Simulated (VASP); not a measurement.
# Al2O3 (Pnnm) in VASP: settings compared, part 2 of 2

VASP 6.6.1. The steps go on from the part before.

## Step 4: Single point, RPBE

This run uses another cell than the first one, of 14.18 Å³/atom.

Input file INCAR:

```
SYSTEM = Al2O3
PREC = Accurate ; ENCUT = 600
EDIFF = 1E-6 ; ISMEAR = -1
SIGMA = 0.05 ; LREAL = .FALSE.
LASPH = .TRUE. ; NELM = 120
ALGO = Normal ; ISIF = 2
LWAVE = .FALSE. ; LCHARG = .FALSE.
GGA = RP ; NBANDS = 35
GGA_COMPAT = .FALSE.
```

Input file KPOINTS:

```
Automatic mesh
0
G
  6 3 9
  0 0 0
```

Input file POSCAR:

```
Al2O3
1.0
    4.7638391865      0.0000000000      0.0000000000
    0.0000000000      9.7598872207      0.0000000000
    0.0000000000      0.0000000000      3.0497384101
Al O
4 6
Direct
    1.0618789709      0.8291011331      0.0000000000
   -0.0618789709      0.1708988669      0.0000000000
    0.5618789709      0.6708988669      0.5000000000
    0.4381210291      0.3291011331      0.5000000000
    0.5000000000      0.5000000000      0.5000000000
    0.2373982393      0.7715800641      0.5000000000
    0.2626017607      0.2715800641      0.0000000000
    0.7373982393      0.7284199359      0.0000000000
    0.0000000000      0.0000000000      0.0000000000
    0.7626017607      0.2284199359      0.5000000000
```

Potentials or basis: VASP PAW PBE potentials, release 64 (Al, O).

On the command line:

```
$ cat potpaw_PBE.64/Al/POTCAR potpaw_PBE.64/O/POTCAR > POTCAR
$ mpirun -np 1 vasp_std > vasp.out
```

OUTCAR:

```text
SYSTEM = Al2O3
   PREC = Accurate
   ENCUT = 600
   EDIFF = 1E-6
   ISMEAR = -1
   LREAL = .FALSE.
   LASPH = .TRUE.
   NELM = 120
   ISIF = 2
   GGA = RP

 ion  position               nearest neighbor table
   1  0.062  0.829  0.000-   9 1.69   6 1.83   6 1.83   8 1.83   3 3.22   3 3.22   3 3.22   3 3.22

   2  0.938  0.171  0.000-   9 1.69  10 1.83  10 1.83   7 1.83   4 3.22   4 3.22   4 3.22   4 3.22

   3  0.562  0.671  0.500-   5 1.69   8 1.83   8 1.83   6 1.83   1 3.22   1 3.22   1 3.22   1 3.22

   4  0.438  0.329  0.500-   5 1.69   7 1.83   7 1.83  10 1.83   2 3.22   2 3.22   2 3.22   2 3.22

   5  0.500  0.500  0.500-   3 1.69   4 1.69
   6  0.237  0.772  0.500-   1 1.83   1 1.83   3 1.83
   7  0.263  0.272  0.000-   4 1.83   4 1.83   2 1.83
   8  0.737  0.728  0.000-   3 1.83   3 1.83   1 1.83
   9  0.000  0.000  0.000-   1 1.69   2 1.69
  10  0.763  0.228  0.500-   2 1.83   2 1.83   4 1.83

  LATTYP: Found a simple orthorhombic cell.
 ALAT       =     3.0497384101
 B/A-ratio  =     1.5620484599
 C/A-ratio  =     3.2002374985

  Lattice vectors:

[... 197 lines left out ...]

 val. band max:        1.9511392174   @ k =   0.0000   0.0000   0.0000
 cond. band min:       5.4067773208   @ k =   0.0000   0.0000   0.0000
 fundamental gap:      3.4556381034
 Fermi energy:         3.0667183315

 k-point     1 :       0.0000    0.0000    0.0000
  band No.  band energies     occupation
      1     -17.0725      2.00000
      2     -17.0038      2.00000
      3     -15.9719      2.00000
      4     -15.9559      2.00000
      5     -14.5847      2.00000
      6     -14.4673      2.00000
[... 901 lines left out ...]
     34      12.5446      0.00000
     35      12.6867      0.00000

 [... further k-points ...]
[... 5 lines left out ...]
  --------------------------------------------------------------------------------------
  -------------------------------------------------------------------------------------
  Total       -0.5314824     -0.5655547     -0.6089884     -0.0000000      0.0000000      0.0000000
  in kB       -6.0053044     -6.3902923     -6.8810565     -0.0000000      0.0000000      0.0000000
  external PRESSURE =      -6.4255511 kB  Pullay stress =       0.0000000 kB

 VOLUME and BASIS-vectors are now :
 -----------------------------------------------------------------------------
  energy-cutoff  :      600.00
  volume of cell :      141.80
      direct lattice vectors                 reciprocal lattice vectors
     4.763839187  0.000000000  0.000000000     0.209914727  0.000000000  0.000000000
     0.000000000  9.759887221  0.000000000     0.000000000  0.102460200  0.000000000
     0.000000000  0.000000000  3.049738410     0.000000000  0.000000000  0.327896975

 POSITION                                       TOTAL-FORCE (eV/Angst)
 -----------------------------------------------------------------------------------
      0.29478      8.09193      0.00000        -0.006123     -0.001490     -0.000000
      4.46906      1.66795      0.00000         0.006123      0.001490     -0.000000
      2.67670      6.54790      1.52487        -0.006123      0.001490     -0.000000
      2.08714      3.21199      1.52487         0.006123     -0.001490      0.000000
      2.38192      4.87994      1.52487        -0.000000      0.000000      0.000000
      1.13093      7.53053      1.52487         0.000234     -0.001534     -0.000000
      1.25099      2.65059      0.00000        -0.000234     -0.001534      0.000000
      3.51285      7.10930      0.00000         0.000234      0.001534     -0.000000
      0.00000      0.00000      0.00000        -0.000000      0.000000      0.000000
      3.63291      2.22935      1.52487        -0.000234      0.001534      0.000000
 -----------------------------------------------------------------------------------
    total drift:                                0.000000     -0.000000     -0.000000

  FREE ENERGIE OF THE ION-ELECTRON SYSTEM (eV)
  ---------------------------------------------------
  free  energy   TOTEN  =       -70.9094730171 eV

  energy  without entropy=      -70.9094730170  energy(sigma->0) =      -70.90947302
```

Run time: 5.9 min. Hardware: 1 thread of Intel Xeon 8259CL, shared host; peak memory 0.36 GiB.

What came out:

```yaml
Free_energy: -70.9095 eV
Pressure: -0.6 GPa
Largest_force: 0.006 eV/Å
Band_gap_on_the_k_mesh: 3.46 eV
```

Forces on the atoms (eV/Å):
```
Al  -0.006 -0.001  0.000
Al   0.006  0.001  0.000
Al  -0.006  0.001  0.000
Al   0.006 -0.001  0.000
O    0.000  0.000  0.000
O    0.000 -0.002  0.000
O    0.000 -0.002  0.000
O    0.000  0.002  0.000
O    0.000  0.000  0.000
O    0.000  0.002  0.000
```

Caveat: the PAW data sets were made with another functional, which shifts forces and pressure a little; an odd mesh through Γ misses points on the zone boundary, where band edges can lie.

## Step 5: Single point, r2SCAN+D3(BJ)

This run uses another cell than the first one, of 12.95 Å³/atom.

Input file POSCAR:

```
Al2O3
1.0
    4.5368436563      0.0000000000      0.0000000000
    0.0000000000      9.5435680923      0.0000000000
    0.0000000000      0.0000000000      2.9905644892
Al O
4 6
Direct
    1.1132892725      0.8333681402      0.0000000000
   -0.1132892725      0.1666318598      0.0000000000
    0.6132892725      0.6666318598      0.5000000000
    0.3867107275      0.3333681402      0.5000000000
    0.5000000000      0.5000000000      0.5000000000
    0.3043977910      0.7849802182      0.5000000000
    0.1956022090      0.2849802182      0.0000000000
    0.8043977910      0.7150197818      0.0000000000
    0.0000000000      0.0000000000      0.0000000000
    0.6956022090      0.2150197818      0.5000000000
```

Input file INCAR.step1:

```
SYSTEM = Al2O3
ALGO = Normal ; EDIFF = 1E-5
ENCUT = 660 ; GGA = PE
GGA_COMPAT = .FALSE. ; ISMEAR = -1
LASPH = .TRUE. ; LCHARG = .FALSE.
LREAL = .FALSE. ; LWAVE = .TRUE.
NBANDS = 35 ; NELM = 120
PREC = Accurate ; SIGMA = 0.05
```

Input file INCAR.step2:

```
SYSTEM = Al2O3
ALGO = Normal ; EDIFF = 1E-6
ENCUT = 660 ; GGA_COMPAT = .FALSE.
ISIF = 2 ; ISMEAR = -1
ISTART = 1 ; IVDW = 12
LASPH = .TRUE. ; LCHARG = .TRUE.
LELF = .TRUE. ; LMIXTAU = .TRUE.
LREAL = .FALSE. ; LVHAR = .TRUE.
LWAVE = .FALSE. ; METAGGA = R2SCAN
NBANDS = 35 ; NELM = 120
PREC = Accurate ; SIGMA = 0.05
VDW_A1 = 0.49484001 ; VDW_A2 = 5.73083694
VDW_S6 = 1.0 ; VDW_S8 = 0.78981345
```

Input file KPOINTS:

```
k-points
0
G
  6 3 9
  0 0 0
```

On the command line:

```
$ cat potpaw_PBE.64/Al/POTCAR potpaw_PBE.64/O/POTCAR > POTCAR
$ cp INCAR.step1 INCAR
$ mpirun -np 1 vasp_std > vasp.out
$ cp INCAR.step2 INCAR
$ mpirun -np 1 vasp_std > vasp.out
```

Run time: 28 min. Hardware: 1 thread of Intel Xeon 8259CL, shared host; peak memory 0.44 GiB.

The run converged. Its results:

```
Free energy                : -95.6582 eV
Pressure                   : -0.3 GPa
Largest force              : 0.054 eV/Å
Band gap on the k mesh     : 4.18 eV
Dispersion energy per atom : -0.073 eV
```

Forces in eV/Å, atoms in the order of the input:
```
Al   0.013 -0.052  0.000
Al  -0.013  0.052  0.000
Al   0.013  0.052  0.000
Al  -0.013 -0.052  0.000
O    0.000  0.000  0.000
O    0.002 -0.008  0.000
O   -0.002 -0.008  0.000
O    0.002  0.008  0.000
O    0.000  0.000  0.000
O   -0.002  0.008  0.000
```

Stress tensor (GPa, compression positive):
```
-0.37  0.00  0.00
 0.00  0.01  0.00
 0.00  0.00 -0.43
```

Levels at points of the mesh, in eV from the valence-band top:
```csv
k point,band 20,band 21,band 22,band 23,band 24,band 25,band 26,band 27,band 28,band 29
"(0.00, 0.00, 0.00)",-1.87,-1.33,-0.63,-0.06,0.00,4.18,6.15,6.85,7.22,7.78
"(0.50, 0.00, 0.00)",-2.57,-1.05,-1.05,-0.02,-0.02,6.74,6.74,7.64,7.64,8.38
```

Caveat: the PAW data sets were made with another functional, which shifts forces and pressure a little; an odd mesh through Γ misses points on the zone boundary, where band edges can lie.

## Step 6: Single point, revPBE+D4

This run uses another cell than the first one, of 12.41 Å³/atom.

Input file INCAR:

```
PREC     = Accurate       # precision mode
ENCUT    = 520            # plane-wave cutoff, eV
EDIFF    = 1E-6           # SCF threshold, eV
ISMEAR   = -1             # smearing method
SIGMA    = 0.05           # smearing width, eV
LREAL    = False          # projectors in reciprocal space
LASPH    = True           # aspherical terms in the spheres
NELM     = 60             # most SCF steps
ALGO     = Normal         # electronic algorithm
ISIF     = 2              # what is computed and relaxed
LWAVE    = False          # write WAVECAR
LCHARG   = False          # write CHGCAR
GGA      = RE             # functional
IVDW     = 13             # dispersion correction
NBANDS   = 35             # bands
```

Input file KPOINTS:

```
Automatic mesh
0
Gamma
  6 3 9
```

Input file POSCAR:

```
Al2O3
1.0
    4.3697769116      0.0000000000      0.0000000000
    0.0000000000      9.4323436964      0.0000000000
    0.0000000000      0.0000000000      3.0113244692
Al O
4 6
Direct
    1.1639803699      0.8387957283      0.0000000000
   -0.1639803699      0.1612042717      0.0000000000
    0.6639803699      0.6612042717      0.5000000000
    0.3360196301      0.3387957283      0.5000000000
    0.5000000000      0.5000000000      0.5000000000
    0.3717786105      0.7986243992      0.5000000000
    0.1282213895      0.2986243992      0.0000000000
    0.8717786105      0.7013756008      0.0000000000
    0.0000000000      0.0000000000      0.0000000000
    0.6282213895      0.2013756008      0.5000000000
```

Potentials or basis: VASP PAW PBE potentials, release 64 (Al, O).

On the command line:

```
$ cat potpaw_PBE.64/Al/POTCAR potpaw_PBE.64/O/POTCAR > POTCAR
$ mpirun -np 1 vasp_std > vasp.out
```

OUTCAR:

```text
PREC = Accurate
   ENCUT = 520
   EDIFF = 1E-6
   ISMEAR = -1
   LREAL = False
   LASPH = True
   NELM = 60
   ISIF = 2
   GGA = RE
   IVDW = 13

 ion  position               nearest neighbor table
   1  0.164  0.839  0.000-   9 1.68   6 1.80   6 1.80   8 1.82   3 3.14   3 3.14   3 3.14   3 3.14
                             2 3.36
   2  0.836  0.161  0.000-   9 1.68  10 1.80  10 1.80   7 1.82   4 3.14   4 3.14   4 3.14   4 3.14
                             1 3.36
   3  0.664  0.661  0.500-   5 1.68   8 1.80   8 1.80   6 1.82   1 3.14   1 3.14   1 3.14   1 3.14
                             4 3.36
   4  0.336  0.339  0.500-   5 1.68   7 1.80   7 1.80  10 1.82   2 3.14   2 3.14   2 3.14   2 3.14
[... 1144 lines left out ...]

 VOLUME and BASIS-vectors are now :
 -----------------------------------------------------------------------------
  energy-cutoff  :      520.00
  volume of cell :      124.12
      direct lattice vectors                 reciprocal lattice vectors
     4.369776912  0.000000000  0.000000000     0.228844634  0.000000000  0.000000000
     0.000000000  9.432343696  0.000000000     0.000000000  0.106018189  0.000000000
     0.000000000  0.000000000  3.011324469     0.000000000  0.000000000  0.332079791

 POSITION                                       TOTAL-FORCE (eV/Angst)
 -----------------------------------------------------------------------------------
      0.71656      7.91181      0.00000         0.006604     -0.011475     -0.000000
      3.65322      1.52053      0.00000        -0.006604      0.011475      0.000000
      2.90145      6.23671      1.50566         0.006604      0.011475     -0.000000
      1.46833      3.19564      1.50566        -0.006604     -0.011475      0.000000
      2.18489      4.71617      1.50566         0.000000      0.000000      0.000000
      1.62459      7.53290      1.50566        -0.008956     -0.015101     -0.000000
      0.56030      2.81673      0.00000         0.008956     -0.015101      0.000000
      3.80948      6.61562      0.00000        -0.008956      0.015101      0.000000
      0.00000      0.00000      0.00000         0.000000      0.000000      0.000000
      2.74519      1.89944      1.50566         0.008956      0.015101      0.000000
 -----------------------------------------------------------------------------------
    total drift:                                0.000000     -0.000000      0.000000

  FREE ENERGIE OF THE ION-ELECTRON SYSTEM (eV)
  ---------------------------------------------------
  free  energy   TOTEN  =       -74.6414170016 eV

  energy  without entropy=      -74.6414170015  energy(sigma->0) =      -74.64141700
```

OSZICAR:

```text
N       E                     dE             d eps       ncg     rms          rms(c)
DAV:   1     0.246813911565E+03    0.24681E+03   -0.23574E+04  2800   0.124E+03
DAV:   2    -0.637106885533E+02   -0.31052E+03   -0.29790E+03  3676   0.273E+02
DAV:   3    -0.821319428297E+02   -0.18421E+02   -0.18333E+02  3496   0.704E+01
DAV:   4    -0.823158057955E+02   -0.18386E+00   -0.18374E+00  3432   0.801E+00
DAV:   5    -0.823184424447E+02   -0.26366E-02   -0.26361E-02  3487   0.955E-01    0.205E+01
DAV:   6    -0.708091171197E+02    0.11509E+02   -0.43144E+01  3222   0.339E+01    0.789E+00
DAV:   7    -0.708638947589E+02   -0.54778E-01   -0.93403E-01  3360   0.495E+00    0.414E+00
DAV:   8    -0.709036973002E+02   -0.39803E-01   -0.11027E-01  3206   0.254E+00    0.120E+00
DAV:   9    -0.709343418271E+02   -0.30645E-01   -0.48171E-02  3112   0.148E+00    0.339E-01
DAV:  10    -0.709382538594E+02   -0.39120E-02   -0.44169E-03  3364   0.352E-01    0.235E-01
DAV:  11    -0.709403844939E+02   -0.21306E-02   -0.26481E-03  3025   0.322E-01    0.480E-02
DAV:  12    -0.709404428782E+02   -0.58384E-04   -0.22025E-04  3544   0.100E-01    0.160E-02
DAV:  13    -0.709404817776E+02   -0.38899E-04   -0.10420E-04  3039   0.577E-02    0.135E-02
DAV:  14    -0.709404843799E+02   -0.26022E-05   -0.21305E-05  3240   0.277E-02    0.177E-03
DAV:  15    -0.709404846806E+02   -0.30071E-06   -0.98754E-07  2530   0.597E-03
   1 F= -.74641417E+02 E0= -.74641417E+02  d E =-.223729E-10
```

stdout:

```text
POSCAR found type information on POSCAR AlO
 POSCAR found :  2 types and      10 ions
 scaLAPACK will be used
 -----------------------------------------------------------------------------
|                                                                             |
|                                                                             |
|     You enforced a specific xc type in the INCAR file but a different       |
|     I HOPE YOU KNOW WHAT YOU ARE DOING!                                     |
|                                                                             |
 -----------------------------------------------------------------------------

 LDA part: xc-table for (Slater+PW92), standard interpolation
 POSCAR, INCAR and KPOINTS ok, starting setup
 FFT: planning ... GRIDC
 FFT: planning ... GRID_SOFT
 FFT: planning ... GRID
 WAVECAR not read
 entering main loop
```

Run time: 2.3 min. Hardware: 1 thread of Intel Xeon Platinum 8488C (Sapphire Rapids), shared host; peak memory 0.28 GiB.

What came out:

```
Free energy                : -74.6414 eV
Pressure                   : -0.4 GPa
Largest force              : 0.018 eV/Å
Band gap on the k mesh     : 3.67 eV
Dispersion energy per atom : -0.370 eV
```

Forces on the atoms (eV/Å):
```
Al   0.007 -0.011  0.000
Al  -0.007  0.011  0.000
Al   0.007  0.011  0.000
Al  -0.007 -0.011  0.000
O    0.000  0.000  0.000
O   -0.009 -0.015  0.000
O    0.009 -0.015  0.000
O   -0.009  0.015  0.000
O    0.000  0.000  0.000
O    0.009  0.015  0.000
```

Caveat: the PAW data sets were made with another functional, which shifts forces and pressure a little; an odd mesh through Γ misses points on the zone boundary, where band edges can lie.

## Step 7: The runs side by side

```tsv
level	cell	k mesh	cutoff (eV)	gap on the mesh (eV)	pressure (GPa)	largest force (eV/Å)
BLYP+D3(BJ)	a = 4.411, b = 9.451, c = 3.015 Å, 10 atoms, atomic positions A	6 × 3 × 9	520	3.69	0.7	0.06
PBE	a = 4.614, b = 9.563, c = 3.120 Å, 10 atoms, atomic positions B	4 × 2 × 6	600	3.51	-0.3	0.19
RPBE	a = 4.764, b = 9.760, c = 3.050 Å, 10 atoms, atomic positions C	6 × 3 × 9	600	3.46	-0.6	0.01
r2SCAN+D3(BJ)	a = 4.537, b = 9.544, c = 2.991 Å, 10 atoms, atomic positions D	6 × 3 × 9	660	4.18	-0.3	0.05
revPBE+D4	a = 4.370, b = 9.432, c = 3.011 Å, 10 atoms, atomic positions E	6 × 3 × 9	520	3.67	-0.4	0.02
```

Alike in all rows: task single point; potentials or basis VASP PAW PBE potentials, release 64 (Al, O); no spin polarisation; smearing fermi-dirac 0.05 eV.

Caveats: the PAW data sets were made with another functional, which shifts forces and pressure a little (at least some runs); an odd mesh through Γ misses points on the zone boundary, where band edges can lie (at least some runs).

Absolute energies hang on the potentials; compare differences alone.
